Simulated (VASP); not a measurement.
AlN:

```
CELL_PARAMETERS angstrom
2.99600 0.00000 0.00000
-1.49800 2.59461 0.00000
0.00000 0.00000 5.53680
ATOMIC_POSITIONS crystal
Al 0.33333 0.66667 0.00152
Al 0.66667 0.33333 0.50152
N 0.33333 0.66667 0.38348
N 0.66667 0.33333 0.88348
```

- Program: VASP 6.6.1
- Task: relaxation of the atoms
- Functional: LDA
- Potentials or basis: VASP PAW LDA potentials, release 64 (Al, N)
- Cutoff: 520 eV
- k mesh: 9 × 9 × 6
- Occupations: gaussian, width 0.05 eV
- Spin: no spin polarisation

At the start: pressure -3.7 GPa; volume 10.76 Å³/atom.

Problem. How do energy, volume and symmetry change on relaxing?

Solution. Over 3 steps the energy falls by 12.6 meV/atom; space group P6_3mc (No. 186, to 0.05 Å).

Step by step:
```csv
step,energy change (eV),largest force (eV/Å),pressure (GPa)
1,0.0000,0.6042,-3.66
2,-0.0466,0.1767,-6.26
3,-0.0502,0.0015,-7.07
```

Final structure:
```yaml
crystal:
  lattice:
    - [2.99600, 0.00000, 0.00000]
    - [-1.49800, 2.59461, 0.00000]
    - [0.00000, 0.00000, 5.53680]
  atoms:
    - { symbol: Al, position: [0.33333, 0.66667, 0.00865] }
    - { symbol: Al, position: [0.66667, 0.33333, 0.50865] }
    - { symbol: N, position: [0.33333, 0.66667, 0.37635] }
    - { symbol: N, position: [0.66667, 0.33333, 0.87635] }
```
